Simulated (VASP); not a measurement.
Input of a VASP 6.6.1 run:

Contents of INCAR:

```
SYSTEM = Ge
ALGO = Fast
EDIFF = 1E-6
ENCUT = 520
ISIF = 2
ISMEAR = 0
LASPH = .True.
LCHARG = .False.
LREAL = .False.
LWAVE = .False.
NBANDS = 66
NELM = 60
PREC = Accurate
SIGMA = 0.15
```

The input KPOINTS:

```
k-points
0
Gamma
  9 9 9
  0 0 0
```

The input POSCAR:

```
Ge
1.0
    4.9289000000      2.8457017418      2.0290000000
   -4.9289000000      2.8457017418      2.0290000000
    0.0000000000     -5.6914034836      2.0290000000
Ge
8
Direct
    0.7160372198      0.7160372198      0.7160372198
    0.2839627802      0.2839627802      0.2839627802
    0.0289443365      0.7253625346      0.5322921793
    0.5322921793      0.0289443365      0.7253625346
    0.7253625346      0.5322921793      0.0289443365
    0.9710556635      0.2746374654      0.4677078207
    0.4677078207      0.9710556635      0.2746374654
    0.2746374654      0.4677078207      0.9710556635
```

Potentials or basis: VASP PAW LDA potentials, release 64 (Ge_d).

Launch:

```console
$ cat potpaw_LDA.64/Ge_d/POTCAR > POTCAR
$ mpirun -np 1 vasp_std > vasp.out
```

Question: Estimate the pressure.

Answer: -4.3 GPa.

Question: What does it give for the band gap on the k mesh?

Answer: Zero (bands 56 and 57 overlap by 0.51 eV).

Question: What does it give for the largest force?

Answer: 0.416 eV/Å.

Forces in eV/Å, atoms in the order of the input:
```
Ge   0.000  0.000 -0.416
Ge   0.000  0.000  0.416
Ge   0.108  0.124 -0.110
Ge  -0.161  0.031 -0.110
Ge   0.053 -0.155 -0.110
Ge  -0.108 -0.124  0.110
Ge   0.161 -0.031  0.110
Ge  -0.053  0.155  0.110
```

Caveat: the cell stands under tension; semilocal functionals underestimate gaps, so a narrow gap can read as zero.
